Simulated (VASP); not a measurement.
# La3Zr (Pm-3m) in VASP: single point with PBE

Aim: the single point of La3Zr with PBE.

All numbers are computed with VASP 6.6.1; they aren't measurements. Logs are shortened: lines on timing, memory, paths and dates and some standing lists are left out, and cuts for length are marked.

## (1) The cell of the first run

The structure is cubic, space group Pm-3m (No. 221). Conventional cell: a = 5.073 Å, b = 5.073 Å, c = 5.073 Å, α = 90.00°, β = 90.00°, γ = 90.00°. Within 4.7 Å of La (site symmetry 4/mmm) lie 8 La at 3.59 Å and 4 Zr at 3.59 Å. Within 4.7 Å of Zr (site symmetry m-3m) lie 12 La at 3.59 Å.

## (2) Single point, PBE, collinear spin, zero start

Input file INCAR:

```
ALGO = Normal
EDIFF = 1E-6
ENCUT = 520
GGA = PE
ISIF = 2
ISMEAR = -1
ISPIN = 2
LASPH = True
LCHARG = False
LMAXMIX = 6
LORBIT = 11
LREAL = False
LWAVE = False
MAGMOM = 0 0 0 0
NBANDS = 34
NELM = 150
PREC = Accurate
SIGMA = 0.1
```

Input file KPOINTS:

```
k-points
0
Gamma
  5 5 5
```

Input file POSCAR:

```
La3Zr
1.0
    5.0726740000      0.0000000000      0.0000000000
    0.0000000000      5.0726740000      0.0000000000
    0.0000000000      0.0000000000      5.0726740000
La Zr
3 1
Direct
    0.0000000000      0.5000000000      0.5000000000
    0.5000000000      0.0000000000      0.5000000000
    0.5000000000      0.5000000000      0.0000000000
    0.0000000000      0.0000000000      0.0000000000
```

Potentials or basis: VASP PAW PBE potentials, release 64 (La, Zr_sv).

Run with:

```bash
> cat potpaw_PBE.64/La/POTCAR potpaw_PBE.64/Zr_sv/POTCAR > POTCAR
> mpirun -np 1 vasp_std > vasp.out
```

OUTCAR:

```text
EDIFF = 1E-6
   ENCUT = 520
   GGA = PE
   ISIF = 2
   ISMEAR = -1
   ISPIN = 2
   LASPH = True
   LORBIT = 11
   LREAL = False
   NELM = 150
   PREC = Accurate

 ion  position               nearest neighbor table
   1  0.000  0.500  0.500-   2 3.59   3 3.59   4 3.59   3 3.59   4 3.59   2 3.59   4 3.59   4 3.59
                             2 3.59   3 3.59   3 3.59   2 3.59
   2  0.500  0.000  0.500-   1 3.59   3 3.59   4 3.59   3 3.59   4 3.59   1 3.59   3 3.59   3 3.59
                             1 3.59   4 3.59   4 3.59   1 3.59
   3  0.500  0.500  0.000-   1 3.59   2 3.59   4 3.59   1 3.59   2 3.59   2 3.59   4 3.59   2 3.59
                             1 3.59   4 3.59   1 3.59   4 3.59
   4  0.000  0.000  0.000-   1 3.59   2 3.59   3 3.59   1 3.59   2 3.59   1 3.59   3 3.59   1 3.59
                             2 3.59   3 3.59   2 3.59   3 3.59

  LATTYP: Found a simple cubic cell.
 ALAT       =     5.0726740000

  Lattice vectors:

 A1 = (   5.0726740000,   0.0000000000,   0.0000000000)
 A2 = (   0.0000000000,   5.0726740000,   0.0000000000)
 A3 = (   0.0000000000,   0.0000000000,   5.0726740000)

Analysis of symmetry for initial positions (statically):
=====================================================================
 Subroutine PRICEL returns:
 Original cell was already a primitive cell.

 Routine SETGRP: Setting up the symmetry group for a
 simple cubic supercell.

 Subroutine GETGRP returns: Found 48 space group operations
 (whereof 48 operations were pure point group operations)
 out of a pool of 48 trial point group operations.

The static configuration has the point symmetry O_h .

Analysis of symmetry for dynamics (positions and initial velocities):
=====================================================================
 Subroutine PRICEL returns:
 Original cell was already a primitive cell.

 Routine SETGRP: Setting up the symmetry group for a
 simple cubic supercell.

 Subroutine GETGRP returns: Found 48 space group operations
 (whereof 48 operations were pure point group operations)
 out of a pool of 48 trial point group operations.

The dynamic configuration has the point symmetry O_h .

Analysis of structural, dynamic, and magnetic symmetry:
=====================================================================
 Subroutine PRICEL returns:
 Original cell was already a primitive cell.

 Routine SETGRP: Setting up the symmetry group for a
 simple cubic supercell.

 Subroutine GETGRP returns: Found 48 space group operations
 (whereof 48 operations were pure point group operations)
 out of a pool of 48 trial point group operations.

The overall configuration has the point symmetry O_h .

 Subroutine INISYM returns: Found 48 space group operations
 (whereof 48 operations are pure point group operations),
 and found     1 'primitive' translations

----------------------------------------------------------------------------------------

                                     Primitive cell

  volume of cell :     130.5302

  direct lattice vectors                    reciprocal lattice vectors
     5.072674000  0.000000000  0.000000000     0.197134687  0.000000000  0.000000000
     0.000000000  5.072674000  0.000000000     0.000000000  0.197134687  0.000000000
     0.000000000  0.000000000  5.072674000     0.000000000  0.000000000  0.197134687

  length of vectors
     5.072674000  5.072674000  5.072674000     0.197134687  0.197134687  0.197134687

  position of ions in fractional coordinates (direct lattice)
     0.000000000  0.500000000  0.500000000
     0.500000000  0.000000000  0.500000000
     0.500000000  0.500000000  0.000000000
     0.000000000  0.000000000  0.000000000

  ion indices of the primitive-cell ions
   primitive index   ion index
                 1           1
                 2           2
                 3           3
                 4           4

----------------------------------------------------------------------------------------

 KPOINTS: k-points

Automatic generation of k-mesh.
 Grid dimensions read from file:
[... 24 lines left out ...]
  0.400000  0.000000  0.000000      6.000000
  0.200000  0.200000  0.000000     12.000000
  0.400000  0.200000  0.000000     24.000000
  0.400000  0.400000  0.000000     12.000000
  0.200000  0.200000  0.200000      8.000000
  0.400000  0.200000  0.200000     24.000000
  0.400000  0.400000  0.200000     24.000000
  0.400000  0.400000  0.400000      8.000000
   k-points           NKPTS =     10   k-points in BZ     NKDIM =     10   number of bands    NBANDS=     34
   number of dos      NEDOS =    301   number of ions     NIONS =      4
   total plane-waves  NPLWV =  64000
   dimension x,y,z NGX =    40 NGY =   40 NGZ =   40
   dimension x,y,z NGXF=    80 NGYF=   80 NGZF=   80
   ions per type =               3   1
   NGX,Y,Z   is equivalent  to a cutoff of  13.11, 13.11, 13.11 a.u.
   NGXF,Y,Z  is equivalent  to a cutoff of  26.22, 26.22, 26.22 a.u.
 SYSTEM =  unknown system
   PREC   = accura    normal or accurate (medium, high low for compatibility)
   ISTART =      0    job   : 0-new  1-cont  2-samecut
   ICHARG =      2    charge: 1-file 2-atom 10-const
   ISPIN  =      2    spin polarized calculation?
   LNONCOLLINEAR =      F non collinear calculations
   LSORBIT =      F    spin-orbit coupling
   LASPH  =      T    aspherical Exc in radial PAW
   ENCUT  =  520.0 eV  38.22 Ry    6.18 a.u.   9.43  9.43  9.43*2*pi/ulx,y,z
   NELM   =    150;   NELMIN=  2; NELMDL= -5     # of ELM steps
   EDIFF  = 0.1E-05   stopping-criterion for ELM
   LREAL  =      F    real-space projection
   EDIFFG = 0.1E-04   stopping-criterion for IOM
   NSW    =      0    number of steps for IOM
   IBRION =     -1    ionic relax: 0-MD 1-quasi-New 2-CG
   NFREE  =      0    steps in history (QN), initial steepest desc. (CG)
   ISIF   =      2    stress and relaxation
   ISYM   =      2    0-nonsym 1-usesym 2-fastsym
   POTIM  = 0.5000    time-step for ionic-motion
   TEBEG  =    0.0;   TEEND  =   0.0 temperature during run
   PSTRESS=    0.0 pullay stress
   NELECT =      45.0000    total number of electrons
   NUPDOWN=      -1.0000    fix difference up-down
   EMIN   =  10.00;   EMAX   =-10.00  energy-range for DOS
   EFERMI =   0.00;   METHOD = LEGACY
   ISMEAR =    -1;   SIGMA  =   0.10  broadening in eV -4-tet -1-fermi 0-gaus
   EFERMI_NEDOS =   21; number of points for ismear=-14 and -15
   IALGO  =     38    algorithm
   IMIX   =      4    mixing-type and parameters
     AMIX     =   0.40;   BMIX     =  1.00
     AMIX_MAG =   1.60;   BMIX_MAG =  1.00
  volume/ion in A,a.u.               =      32.63       220.22
  Fermi-wavevector in a.u.,A,eV,Ry     =   1.147912  2.169240 17.928433  1.317703
  Thomas-Fermi vector in A             =   2.284590
   LORBIT       =     11    0 simple, 1 ext, 2 COOP (PROOUT), +10 PAW based schemes
   GGA     = PE    functional components
   LHFCALC =     F    Hartree Fock is set to
   AEXX    =    0.0000 exact exchange contribution
   IVDW    =     0    specifies the selected vdW correction
   LEPSILON=     F    determine dielectric tensor
   LRPA    =     F    only Hartree local field effects (RPA)
 spin polarized calculation
  energy-cutoff  :      520.00
  volume of cell :      130.53
 maximum number of plane-waves:      3541
 NGX is ok and might be reduce to    40
   NGX = 19   NGY = 19   NGZ = 19

 number of electron      44.9999996 magnetization       0.0001769

 number of electron      44.9999996 magnetization      -0.0000320

 Free energy of the ion-electron system (eV)
  ---------------------------------------------------
  ext. energy  EPLUGINS =         0.00000000
  ---------------------------------------------------
  free energy    TOTEN  =       -22.66649885 eV

  energy without entropy =      -22.46041948  energy(sigma->0) =      -22.56345916

 E-fermi :   8.2808     XC(G=0):  -9.9798

 val. band max:        8.2594370855   @ k =   0.4000   0.4000   0.0000
 cond. band min:       8.3138071931   @ k =   0.4000   0.2000   0.0000
 fundamental gap:      0.0543701076
 Fermi energy:         8.2807685501

 spin component 1

 k-point     1 :       0.0000    0.0000    0.0000
  band No.  band energies     occupation
      1     -40.8468      1.00000
      2     -24.3192      1.00000
      3     -23.9980      1.00000
      4     -23.9980      1.00000
      5     -18.8562      1.00000
      6     -18.8562      1.00000
[... 359 lines left out ...]
     33      10.2283      0.00000
     34      10.3411      0.00000
 Fermi energy:         8.2807685501

 spin component 2

 k-point     1 :       0.0000    0.0000    0.0000
  band No.  band energies     occupation
      1     -40.8468      1.00000
      2     -24.3193      1.00000
      3     -23.9981      1.00000
      4     -23.9981      1.00000
      5     -18.8562      1.00000
      6     -18.8562      1.00000
[... 359 lines left out ...]
     33      10.2234      0.00000
     34      10.3536      0.00000

------------------------ aborting loop because EDIFF is reached ----------------------------------------

  FORCE on cell =-STRESS in cart. coord.  units (eV):
  Direction    XX          YY          ZZ          XY          YZ          ZX
  --------------------------------------------------------------------------------------
  -------------------------------------------------------------------------------------
  Total       -0.0637566     -0.0637566     -0.0637566      0.0000000      0.0000000     -0.0000000
  in kB       -0.7825729     -0.7825729     -0.7825729      0.0000000      0.0000000     -0.0000000
  external PRESSURE =      -0.7825729 kB  Pullay stress =       0.0000000 kB

 VOLUME and BASIS-vectors are now :
 -----------------------------------------------------------------------------
  energy-cutoff  :      520.00
  volume of cell :      130.53
      direct lattice vectors                 reciprocal lattice vectors
     5.072674000  0.000000000  0.000000000     0.197134687  0.000000000  0.000000000
     0.000000000  5.072674000  0.000000000     0.000000000  0.197134687  0.000000000
     0.000000000  0.000000000  5.072674000     0.000000000  0.000000000  0.197134687

 POSITION                                       TOTAL-FORCE (eV/Angst)
 -----------------------------------------------------------------------------------
      0.00000      2.53634      2.53634         0.000000      0.000000      0.000000
      2.53634      0.00000      2.53634         0.000000      0.000000      0.000000
      2.53634      2.53634      0.00000         0.000000      0.000000      0.000000
      0.00000      0.00000      0.00000         0.000000      0.000000      0.000000
 -----------------------------------------------------------------------------------
    total drift:                                0.000000     -0.000000     -0.000000

  FREE ENERGIE OF THE ION-ELECTRON SYSTEM (eV)
  ---------------------------------------------------
  free  energy   TOTEN  =       -22.6664988453 eV

  energy  without entropy=      -22.4604194819  energy(sigma->0) =      -22.56345916

 total charge

# of ion       s       p       d       f       tot
--------------------------------------------------
    1        2.066   5.549   0.935   0.106   8.656
    2        2.066   5.549   0.935   0.106   8.656
    3        2.066   5.549   0.935   0.106   8.656
    4        2.229   5.923   1.568   0.000   9.720
--------------------------------------------------
tot          8.426  22.571   4.373   0.319  35.688

 magnetization (x)

# of ion       s       p       d       f       tot
--------------------------------------------------
    1        0.000   0.000  -0.000  -0.000  -0.000
    2        0.000   0.000  -0.000  -0.000  -0.000
    3        0.000   0.000  -0.000  -0.000  -0.000
    4        0.000  -0.000   0.000   0.000   0.000
--------------------------------------------------
tot          0.000   0.000  -0.000  -0.000   0.000
```

Run time: 75 s. Hardware: 1 thread of AMD EPYC 9R45 (Zen 5), shared host; peak memory 0.29 GiB.

Results:

```yaml
Free_energy: -22.6665 eV
Pressure: -0.1 GPa
Net_moment: 0.00 μB per cell
Valence_electrons_inside_the_program's_atomic_spheres: La 8.66; Zr 9.72
```

Caveat: spin-orbit coupling is left out, which moves the levels of the heavy elements.
